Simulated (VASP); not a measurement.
Set up this calculation in VASP 6.6.1, as the native input.

| Quantity | Value |
| --- | --- |
| Task | single point |
| Functional | PBE |
| Potentials or basis | VASP PAW PBE potentials, release 64 (Ge_d) |
| Cutoff | 520 eV |
| k mesh | 15 × 15 × 4 |
| Occupations | gaussian, width 0.15 eV |
| Spin | no spin polarisation |
| Dipole correction | no |
| Further INCAR settings | ALGO = Fast; EDIFF = 1e-07; NBANDS = 66 |

The structure of Ge lies in POSCAR:

```
Ge
1.0
    4.1804466338      0.0000000000      0.0000000000
   -2.0902233169      3.6203729840      0.0000000000
    0.0000000000      0.0000000000     12.6153338067
Ge
8
Direct
    0.0000000000      0.0000000000      0.3955272934
    0.0000000000      0.0000000000      0.6044727066
    0.0000000000      0.0000000000      0.8955272934
    0.0000000000      0.0000000000      0.1044727066
    0.3333333333      0.6666666667      0.3442031336
    0.6666666667      0.3333333333      0.6557968664
    0.6666666667      0.3333333333      0.8442031336
    0.3333333333      0.6666666667      0.1557968664
```

This isn't the form of Ge at room conditions, which is diamond.

This cell differs from its parent crystal: atoms shifted along a free coordinate, c/a of the conventional cell at fixed volume 3.0177.

These files were run (other wordings do the same):

INCAR

```
SYSTEM = Ge
PREC = Accurate
ENCUT = 520
EDIFF = 1E-7
ISMEAR = 0
SIGMA = 0.15
LREAL = .False.
LASPH = .True.
NELM = 60
ALGO = Fast
ISIF = 2
LWAVE = .False.
LCHARG = .False.
GGA = PE
NBANDS = 66
```

KPOINTS

```
regular mesh
0
Gamma
  15 15 4
  0 0 0
```

Potentials or basis: VASP PAW PBE potentials, release 64 (Ge_d).

Run with:

```sh
$ cat potpaw_PBE.64/Ge_d/POTCAR > POTCAR
$ mpirun -np 1 vasp_std > vasp.out
```

It gave:

The pressure is 0.6 GPa, the largest force is 1.408 eV/Å and the band gap on the k mesh is zero (bands 56 and 57 overlap by 0.44 eV).

Caveat: semilocal functionals underestimate gaps, so a narrow gap can read as zero; forces of over 1 eV/Å act on the atoms, so gaps and moduli don't describe the material at rest.

It took 25 min on 1 thread of Oxide Virtual Turin-like Processor (shared host), peak memory 0.71 GiB.
